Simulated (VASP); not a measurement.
# Mo6N (Pm-3m) in VASP: further runs

Mo6N is run at these levels: PBE; tasks: relaxation of cell and atoms, single point.

All numbers are computed with VASP 6.6.1; they aren't measurements. Logs are shortened: lines on timing, memory, paths and dates and some standing lists are left out, and cuts for length are marked.

## (1) The cell of the first run

Symmetry: Pm-3m, No. 221, cubic system. Conventional cell: a = 6.085 Å, b = 6.085 Å, c = 6.085 Å, α = 90.00°, β = 90.00°, γ = 90.00°. Within 3.3 Å of Mo (site symmetry 4mm) lie 5 Mo at 2.49 to 2.54 Å. Within 5.9 Å of N (site symmetry m-3m) lie 24 Mo at 4.48 Å.

## (2) Relaxation of cell and atoms, PBE

File INCAR:

```
SYSTEM = Mo6N
PREC = Accurate
ENCUT = 600
EDIFF = 1E-7
ISMEAR = 0
SIGMA = 0.1
LREAL = .FALSE.
LASPH = .TRUE.
NELM = 100
ALGO = Normal
ISIF = 3
LWAVE = .FALSE.
LCHARG = .FALSE.
GGA = PE
IBRION = 2
NSW = 100
EDIFFG = -0.01
```

File KPOINTS:

```
regular mesh
0
G
  6 6 6
  0 0 0
```

File POSCAR:

```
Mo6N
1.0
    6.0846501341      0.0000000000      0.0000000000
    0.0000000000      6.0846501341      0.0000000000
    0.0000000000      0.0000000000      6.0846501341
Mo N
6 1
Direct
    0.2047132492      0.5000000000      0.5000000000
    0.5000000000      0.2047132492      0.5000000000
    0.7952867508      0.5000000000      0.5000000000
    0.5000000000      0.7952867508      0.5000000000
    0.5000000000      0.5000000000      0.2047132492
    0.5000000000      0.5000000000      0.7952867508
    0.0000000000      0.0000000000      0.0000000000
```

Potentials or basis: VASP PAW PBE potentials, release 64 (Mo_sv, N).

Started as:

```console
> cat potpaw_PBE.64/Mo_sv/POTCAR potpaw_PBE.64/N/POTCAR > POTCAR
> mpirun -np 1 vasp_std > vasp.out
```

OUTCAR:

```text
SYSTEM = Mo6N
   PREC = Accurate
   ENCUT = 600
   EDIFF = 1E-7
   ISMEAR = 0
   LREAL = .FALSE.
   LASPH = .TRUE.
   NELM = 100
   ISIF = 3
   GGA = PE
   IBRION = 2
   NSW = 100
   EDIFFG = -0.01

 ion  position               nearest neighbor table
   1  0.205  0.500  0.500-   3 2.49   2 2.54   4 2.54   5 2.54   6 2.54
   2  0.500  0.205  0.500-   4 2.49   3 2.54   1 2.54   5 2.54   6 2.54
   3  0.795  0.500  0.500-   1 2.49   2 2.54   4 2.54   5 2.54   6 2.54
   4  0.500  0.795  0.500-   2 2.49   1 2.54   3 2.54   5 2.54   6 2.54
   5  0.500  0.500  0.205-   6 2.49   2 2.54   3 2.54   4 2.54   1 2.54
   6  0.500  0.500  0.795-   5 2.49   2 2.54   3 2.54   4 2.54   1 2.54
   7  0.000  0.000  0.000-

  LATTYP: Found a simple cubic cell.
 ALAT       =     6.0846501341

  Lattice vectors:

 A1 = (   6.0846501341,   0.0000000000,   0.0000000000)
 A2 = (   0.0000000000,   6.0846501341,   0.0000000000)
 A3 = (   0.0000000000,   0.0000000000,   6.0846501341)

Analysis of symmetry for initial positions (statically):
=====================================================================
 Subroutine PRICEL returns:
 Original cell was already a primitive cell.

 Routine SETGRP: Setting up the symmetry group for a
 simple cubic supercell.

 Subroutine GETGRP returns: Found 48 space group operations
[... 9 lines left out ...]

 Routine SETGRP: Setting up the symmetry group for a
 simple cubic supercell.

 Subroutine GETGRP returns: Found 48 space group operations
[... 11 lines left out ...]
                                     Primitive cell

  volume of cell :     225.2718

  direct lattice vectors                    reciprocal lattice vectors
     6.084650134  0.000000000  0.000000000     0.164347987  0.000000000  0.000000000
     0.000000000  6.084650134  0.000000000     0.000000000  0.164347987  0.000000000
     0.000000000  0.000000000  6.084650134     0.000000000  0.000000000  0.164347987

  length of vectors
     6.084650134  6.084650134  6.084650134     0.164347987  0.164347987  0.164347987

  position of ions in fractional coordinates (direct lattice)
     0.204713249  0.500000000  0.500000000
     0.500000000  0.204713249  0.500000000
     0.795286751  0.500000000  0.500000000
     0.500000000  0.795286751  0.500000000
     0.500000000  0.500000000  0.204713249
     0.500000000  0.500000000  0.795286751
     0.000000000  0.000000000  0.000000000

  ion indices of the primitive-cell ions
   primitive index   ion index
                 1           1
                 2           2
                 3           3
                 4           4
                 5           5
                 6           6
                 7           7

----------------------------------------------------------------------------------------

 KPOINTS: regular mesh

Automatic generation of k-mesh.
 Grid dimensions read from file:
 generate k-points for:    6    6    6

 Generating k-lattice:

  Cartesian coordinates                     Fractional coordinates (reciprocal lattice)
     0.027391331  0.000000000  0.000000000     0.166666667  0.000000000  0.000000000
     0.000000000  0.027391331  0.000000000     0.000000000  0.166666667  0.000000000
     0.000000000  0.000000000  0.027391331     0.000000000  0.000000000  0.166666667

  Length of vectors
     0.027391331  0.027391331  0.027391331

  Shift w.r.t. Gamma in fractional coordinates (k-lattice)
     0.000000000  0.000000000  0.000000000

 Subroutine IBZKPT returns following result:
 ===========================================

 Found     20 irreducible k-points:

 Following reciprocal coordinates:
            Coordinates               Weight
  0.000000  0.000000  0.000000      1.000000
  0.166667  0.000000  0.000000      6.000000
  0.333333  0.000000  0.000000      6.000000
  0.500000  0.000000  0.000000      3.000000
  0.166667  0.166667  0.000000     12.000000
  0.333333  0.166667  0.000000     24.000000
[... 12 lines left out ...]
  0.500000  0.500000  0.333333      6.000000
  0.500000  0.500000  0.500000      1.000000
   k-points           NKPTS =     20   k-points in BZ     NKDIM =     20   number of bands    NBANDS=     53
   number of dos      NEDOS =    301   number of ions     NIONS =      7
   total plane-waves  NPLWV = 125000
   dimension x,y,z NGX =    50 NGY =   50 NGZ =   50
   dimension x,y,z NGXF=   100 NGYF=  100 NGZF=  100
   ions per type =               6   1
   NGX,Y,Z   is equivalent  to a cutoff of  13.66, 13.66, 13.66 a.u.
   NGXF,Y,Z  is equivalent  to a cutoff of  27.32, 27.32, 27.32 a.u.
 SYSTEM =  Mo6N
   PREC   = accura    normal or accurate (medium, high low for compatibility)
   ISTART =      0    job   : 0-new  1-cont  2-samecut
   ICHARG =      2    charge: 1-file 2-atom 10-const
   ISPIN  =      1    spin polarized calculation?
   LNONCOLLINEAR =      F non collinear calculations
   LSORBIT =      F    spin-orbit coupling
   LASPH  =      T    aspherical Exc in radial PAW
   ENCUT  =  600.0 eV  44.10 Ry    6.64 a.u.  12.15 12.15 12.15*2*pi/ulx,y,z
   NELM   =    100;   NELMIN=  2; NELMDL= -5     # of ELM steps
   EDIFF  = 0.1E-06   stopping-criterion for ELM
   LREAL  =      F    real-space projection
   EDIFFG = -.1E-01   stopping-criterion for IOM
   NSW    =    100    number of steps for IOM
   IBRION =      2    ionic relax: 0-MD 1-quasi-New 2-CG
   NFREE  =      1    steps in history (QN), initial steepest desc. (CG)
   ISIF   =      3    stress and relaxation
   ISYM   =      2    0-nonsym 1-usesym 2-fastsym
   POTIM  = 0.5000    time-step for ionic-motion
   TEBEG  =    0.0;   TEEND  =   0.0 temperature during run
   PSTRESS=    0.0 pullay stress
   NELECT =      89.0000    total number of electrons
   NUPDOWN=      -1.0000    fix difference up-down
   EMIN   =  10.00;   EMAX   =-10.00  energy-range for DOS
   EFERMI =   0.00;   METHOD = LEGACY
   ISMEAR =     0;   SIGMA  =   0.10  broadening in eV -4-tet -1-fermi 0-gaus
   EFERMI_NEDOS =   21; number of points for ismear=-14 and -15
   IALGO  =     38    algorithm
   IMIX   =      4    mixing-type and parameters
     AMIX     =   0.40;   BMIX     =  1.00
     AMIX_MAG =   1.60;   BMIX_MAG =  1.00
  volume/ion in A,a.u.               =      32.18       217.17
  Fermi-wavevector in a.u.,A,eV,Ry     =   1.201257  2.270046 19.633453  1.443018
  Thomas-Fermi vector in A             =   2.337071
   LORBIT       =      0    0 simple, 1 ext, 2 COOP (PROOUT), +10 PAW based schemes
   GGA     = PE    functional components
   LHFCALC =     F    Hartree Fock is set to
   AEXX    =    0.0000 exact exchange contribution
   IVDW    =     0    specifies the selected vdW correction
   LEPSILON=     F    determine dielectric tensor
   LRPA    =     F    only Hartree local field effects (RPA)
 conjugate gradient relaxation of ions
 non-spin polarized calculation
 Gauss-broadening in eV      SIGMA  =   0.10
  energy-cutoff  :      600.00
  volume of cell :      225.27
 maximum number of plane-waves:      7571
 NGX is ok and might be reduce to    50
   NGX = 25   NGY = 25   NGZ = 25

--------------------------------------- Ionic step        1  -------------------------------------------

 number of electron      88.9999987 magnetization

 Free energy of the ion-electron system (eV)
  ---------------------------------------------------
  ext. energy  EPLUGINS =         0.00000000
  ---------------------------------------------------
  free energy    TOTEN  =       -51.58663451 eV

  energy without entropy =      -51.55916330  energy(sigma->0) =      -51.57289891

------------------------ aborting loop because EDIFF is reached ----------------------------------------

  FORCE on cell =-STRESS in cart. coord.  units (eV):
  Direction    XX          YY          ZZ          XY          YZ          ZX
  --------------------------------------------------------------------------------------
  -------------------------------------------------------------------------------------
  Total        0.3845369      0.3845369      0.3845369      0.0000000      0.0000000     -0.0000000
  in kB        2.7349018      2.7349018      2.7349018      0.0000000      0.0000000     -0.0000000
  external PRESSURE =       2.7349018 kB  Pullay stress =       0.0000000 kB

 VOLUME and BASIS-vectors are now :
 -----------------------------------------------------------------------------
  energy-cutoff  :      600.00
  volume of cell :      225.27
      direct lattice vectors                 reciprocal lattice vectors
     6.084650134  0.000000000  0.000000000     0.164347987  0.000000000  0.000000000
     0.000000000  6.084650134  0.000000000     0.000000000  0.164347987  0.000000000
     0.000000000  0.000000000  6.084650134     0.000000000  0.000000000  0.164347987
[... 42 lines left out ...]
 POSITION                                       TOTAL-FORCE (eV/Angst)
 -----------------------------------------------------------------------------------
      1.24334      3.05039      3.05039         0.197860      0.000000     -0.000000
      3.05039      1.24334      3.05039         0.000000      0.197860      0.000000
      4.85744      3.05039      3.05039        -0.197860     -0.000000      0.000000
      3.05039      4.85744      3.05039         0.000000     -0.197860     -0.000000
      3.05039      3.05039      1.24334         0.000000      0.000000      0.197860
      3.05039      3.05039      4.85744         0.000000     -0.000000     -0.197860
      0.00000      0.00000      0.00000         0.000000      0.000000      0.000000
 -----------------------------------------------------------------------------------
    total drift:                                0.000000     -0.000000     -0.000000

  FREE ENERGIE OF THE ION-ELECTRON SYSTEM (eV)
  ---------------------------------------------------
  free  energy   TOTEN  =       -51.5831736625 eV

  energy  without entropy=      -51.5550527341  energy(sigma->0) =      -51.56911320

--------------------------------------- Ionic step        3  -------------------------------------------

 number of electron      88.9999988 magnetization

 Free energy of the ion-electron system (eV)
  ---------------------------------------------------
  ext. energy  EPLUGINS =         0.00000000
  ---------------------------------------------------
  free energy    TOTEN  =       -51.58777055 eV

  energy without entropy =      -51.56009482  energy(sigma->0) =      -51.57393268

 E-fermi :   2.4706     XC(G=0):  -8.3997

 val. band max:        2.4334666740   @ k =   0.5000   0.5000   0.0000
 cond. band min:       2.4923564538   @ k =   0.3333   0.3333   0.1667
 fundamental gap:      0.0588897798
 Fermi energy:         2.4705808286

 k-point     1 :       0.0000    0.0000    0.0000
  band No.  band energies     occupation
      1     -58.1284      2.00000
      2     -57.7680      2.00000
      3     -57.7680      2.00000
      4     -57.7322      2.00000
      5     -57.7322      2.00000
      6     -57.7322      2.00000
[... 1131 lines left out ...]
 POSITION                                       TOTAL-FORCE (eV/Angst)
 -----------------------------------------------------------------------------------
      1.24485      3.04498      3.04498        -0.009116     -0.000000      0.000000
      3.04498      1.24485      3.04498        -0.000000     -0.009116     -0.000000
      4.84512      3.04498      3.04498         0.009116      0.000000     -0.000000
      3.04498      4.84512      3.04498         0.000000      0.009116      0.000000
      3.04498      3.04498      1.24485         0.000000     -0.000000     -0.009116
      3.04498      3.04498      4.84512        -0.000000      0.000000      0.009116
      0.00000      0.00000      0.00000        -0.000000     -0.000000      0.000000
 -----------------------------------------------------------------------------------
    total drift:                                0.000000      0.000000      0.000000

  FREE ENERGIE OF THE ION-ELECTRON SYSTEM (eV)
  ---------------------------------------------------
  free  energy   TOTEN  =       -51.5877705478 eV

  energy  without entropy=      -51.5600948171  energy(sigma->0) =      -51.57393268

 reached required accuracy - stopping structural energy minimisation
```

Wall time 18 min (1 thread of Intel Xeon Platinum 8488C (Sapphire Rapids), shared host); peak memory 0.5 GiB.

What came out:

* Free energy: -51.5878 eV
* Relaxed volume: 32.27 Å³/atom
* Relaxed cell: a = 6.090 Å, b = 6.090 Å, c = 6.090 Å, α = 90.00°, β = 90.00°, γ = 90.00°
* Space group after relaxing (to 0.05 Å): Pm-3m (No. 221)
* Energy gained by relaxing: 0.2 meV/atom
* Ionic steps: 3
* Pressure after relaxing: 0.0 GPa
* Largest force after relaxing: 0.009 eV/Å

Forces on the atoms (eV/Å):
```
Mo  -0.009  0.000  0.000
Mo   0.000 -0.009  0.000
Mo   0.009  0.000  0.000
Mo   0.000  0.009  0.000
Mo   0.000  0.000 -0.009
Mo   0.000  0.000  0.009
N    0.000  0.000  0.000
```

Step by step:
| step | energy change (eV) | largest force (eV/Å) | pressure (GPa) | volume (Å³) |
| --- | --- | --- | --- | --- |
| 1 | 0.0000 | 0.1152 | 0.27 | 225.27 |
| 2 | 0.0035 | 0.1979 | -0.62 | 227.07 |
| 3 | -0.0011 | 0.0091 | -0.03 | 225.86 |

Final structure:
```
Mo N
1.0
     6.08997    0.00000    0.00000
     0.00000    6.08997    0.00000
     0.00000    0.00000    6.08997
Mo N
6 1
Direct
  0.20441 0.50000 0.50000
  0.50000 0.20441 0.50000
  0.79559 0.50000 0.50000
  0.50000 0.79559 0.50000
  0.50000 0.50000 0.20441
  0.50000 0.50000 0.79559
  0.00000 0.00000 0.00000
```

## (3) Single point, PBE, collinear spin, ferromagnetic start

This run uses another cell than the first one, of 16.77 Å³/atom, 0.521 times its volume.

File INCAR:

```
SYSTEM = Mo6N
PREC = Accurate
ENCUT = 600
EDIFF = 1E-6
ISMEAR = 0
SIGMA = 0.1
LREAL = .FALSE.
LASPH = .TRUE.
NELM = 200
ALGO = Normal
ISIF = 2
LWAVE = .FALSE.
LCHARG = .TRUE.
ISPIN = 2
MAGMOM = 1 1 1 1 1 1 0
LORBIT = 11
LMAXMIX = 4
GGA = PE
LELF = .TRUE.
LVHAR = .TRUE.
NBANDS = 58
GGA_COMPAT = .FALSE.
```

File KPOINTS:

```
Automatic mesh
0
G
  4 4 4
  0 0 0
```

File POSCAR:

```
Mo6N
1.0
    4.8966261800      0.0000000000      0.0000000000
    0.0000000000      4.8966261800      0.0000000000
    0.0000000000      0.0000000000      4.8966261800
Mo N
6 1
Direct
    0.2070000000      0.5000000000      0.5000000000
    0.5000000000      0.2070000000      0.5000000000
    0.7930000000      0.5000000000      0.5000000000
    0.5000000000      0.7930000000      0.5000000000
    0.5000000000      0.5000000000      0.2070000000
    0.5000000000      0.5000000000      0.7930000000
    0.0000000000      0.0000000000      0.0000000000
```

Potentials or basis: VASP PAW PBE potentials, release 64 (Mo_sv, N).

Started as:

```console
> cat potpaw_PBE.64/Mo_sv/POTCAR potpaw_PBE.64/N/POTCAR > POTCAR
> mpirun -np 1 vasp_std > vasp.out
```

Run time: 6.1 min. Hardware: 1 thread of AMD EPYC 7R13, shared host; peak memory 0.31 GiB.

The run converged. Its results:

```yaml
Free_energy: -17.7619 eV
Pressure: 170.7 GPa
Largest_force: 26.163 eV/Å
Net_moment: 0.05 μB per cell
Site_moments: Mo -0.00; N +0.05 μB
```

Forces on the atoms (eV/Å):
```
Mo  -26.163   0.000   0.000
Mo    0.000 -26.163   0.000
Mo   26.163   0.000   0.000
Mo    0.000  26.163   0.000
Mo    0.000   0.000 -26.163
Mo    0.000   0.000  26.163
N     0.000   0.000   0.000
```

Levels at points of the mesh, in eV from the Fermi level:
Spin up:
```
           k point  band 41  band 42  band 43  band 44  band 45  band 46  band 47  band 48
(0.00, 0.00, 0.00)    -1.26    -1.26     0.05     0.05     0.05     1.14     1.14     1.14
(0.50, 0.00, 0.00)    -0.52    -0.52    -0.52     0.15     0.17     0.17     0.62     1.02
(0.50, 0.50, 0.00)    -0.99    -0.81    -0.55    -0.13    -0.13    -0.09    -0.06     1.40
(0.50, 0.50, 0.50)    -1.63    -0.43    -0.43    -0.43     0.57     0.57     0.57     1.42
```
Spin down:
| k point | band 41 | band 42 | band 43 | band 44 | band 45 | band 46 | band 47 | band 48 |
| --- | --- | --- | --- | --- | --- | --- | --- | --- |
| (0.00, 0.00, 0.00) | -1.19 | -1.19 | 0.05 | 0.05 | 0.05 | 1.16 | 1.16 | 1.16 |
| (0.50, 0.00, 0.00) | -0.53 | -0.52 | -0.52 | 0.15 | 0.24 | 0.24 | 0.69 | 1.01 |
| (0.50, 0.50, 0.00) | -0.99 | -0.72 | -0.55 | -0.13 | -0.13 | -0.09 | -0.07 | 1.40 |
| (0.50, 0.50, 0.50) | -1.63 | -0.44 | -0.44 | -0.44 | 0.61 | 0.61 | 0.61 | 1.42 |

Caveat: forces of over 1 eV/Å act on the atoms, so gaps and moduli don't describe the material at rest.
